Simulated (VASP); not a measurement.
A run of VASP 6.6.1:

File INCAR:

```
SYSTEM = NbIn2Se3
PREC = Accurate
ENCUT = 520
EDIFF = 1E-6
ISMEAR = 0
SIGMA = 0.1
LREAL = .FALSE.
LASPH = .TRUE.
NELM = 100
ALGO = Normal
ISIF = 2
LWAVE = .FALSE.
LCHARG = .FALSE.
GGA = PE
NBANDS = 38
```

File KPOINTS:

```
regular mesh
0
G
  12 12 4
  0 0 0
```

File POSCAR:

```
NbIn2Se3
1.0
    3.6522025135      0.0000000000      0.0000000000
   -1.8261012568      3.1629001565      0.0000000000
    0.0000000000      0.0000000000     13.7271348017
Nb In Se
1 2 3
Direct
    0.0000000000      0.0000000000      0.5000000000
    0.3333333333      0.6666666667      0.1436276237
    0.6666666667      0.3333333333      0.8563723763
    0.3333333333      0.6666666667      0.6168513329
    0.6666666667      0.3333333333      0.3831486671
    0.0000000000      0.0000000000      0.0000000000
```

Potentials or basis: VASP PAW PBE potentials, release 64 (Nb_sv, In_d, Se).

The run is started by

```sh
$ cat potpaw_PBE.64/Nb_sv/POTCAR potpaw_PBE.64/In_d/POTCAR potpaw_PBE.64/Se/POTCAR > POTCAR
$ mpirun -np 1 vasp_std > vasp.out
```

Hardware: 1 thread of Intel(R) Xeon(R) 6975P-C (Granite Rapids), with other jobs on the host.

Problem. How long does it take, and how much memory?

Solution. It took 3.9 min on 1 thread of Intel(R) Xeon(R) 6975P-C (Granite Rapids) (shared host), peak memory 0.53 GiB. Counts: scf iterations 16, k points 69.
